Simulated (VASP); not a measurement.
The system is Ni3Ge.

```
Ni Ge
1.0
     3.34311    0.00000    0.00000
     0.00000    3.34311    0.00000
     0.00000    0.00000    3.34311
Ni Ge
3 1
Direct
  0.50000 0.00000 0.50000
  0.00000 0.50000 0.50000
  0.50000 0.50000 0.00000
  0.00000 0.00000 0.00000
```

Base run:

- Program: VASP 6.6.1
- Functional: LDA
- Potentials or basis: VASP PAW LDA potentials, release 64 (Ni, Ge_d)
- Cutoff: 520 eV
- k mesh: 12 × 12 × 12
- Occupations: gaussian, width 0.15 eV
- Spin: collinear spin, ferromagnetic start
- Starting moments: [0.75, 0.75, 0.75, 0.0] μB
- Fixed moment: 2.25 μB

Its results: pressure 49.0 GPa; site moments Ni +0.69; Ge +0.11 μB.

**Question.** The run is repeated on the same cell with these changes: fixed moment from 2.25 μB to 0.75 μB; moments at the start from [0.75, 0.75, 0.75, 0.0] to [0.25, 0.25, 0.25, 0.0]. What comes out?

**Answer.** Pressure 43.2 GPa; site moments Ni +0.24; Ge +0.01 μB.

Caveats: the cell stands under pressure; the total moment is fixed, so each spin has its own Fermi level and the state may be an excited one.
